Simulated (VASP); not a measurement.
A run of VASP 6.6.1:

Contents of INCAR:

```
SYSTEM = CdS
PREC     = Accurate       ! precision mode
ENCUT    = 520            ! plane-wave cutoff, eV
EDIFF    = 1E-7           ! SCF threshold, eV
ISMEAR   = 1              ! smearing method
SIGMA    = 0.1            ! smearing width, eV
LREAL    = .False.        ! projectors in reciprocal space
LASPH    = .True.         ! aspherical terms in the spheres
NELM     = 60             ! most SCF steps
ALGO     = Normal         ! electronic algorithm
ISIF     = 2              ! what is computed and relaxed
LWAVE    = .False.        ! write WAVECAR
LCHARG   = .True.         ! write CHGCAR
GGA      = PE             ! functional
IVDW     = 12             ! dispersion correction
LELF     = .True.         ! ELF
LVHAR    = .True.       
NBANDS   = 16             ! bands
```

Contents of KPOINTS:

```
regular mesh
0
Gamma
  6 6 6
  0 0 0
```

The input POSCAR:

```
CdS
1.0
    0.0000000000      2.9165000000      2.9165000000
    2.9165000000      0.0000000000      2.9165000000
    2.9165000000      2.9165000000      0.0000000000
Cd S
1 1
Direct
    0.0000000000      0.0000000000      0.0000000000
    0.2500000000      0.2500000000      0.2500000000
```

Potentials or basis: VASP PAW PBE potentials, release 64 (Cd, S).

Run with:

```sh
$ cat potpaw_PBE.64/Cd/POTCAR potpaw_PBE.64/S/POTCAR > POTCAR
$ mpirun -np 1 vasp_std > vasp.out
```

Hardware: 1 thread of Intel Xeon 6975P-C, on a shared host.

Task: Estimate the wall time of this run.

Result: Wall time 9.8 s on 1 thread of Intel Xeon 6975P-C (shared host), peak memory 0.19 GiB. Counts: scf iterations 15, k points 16.
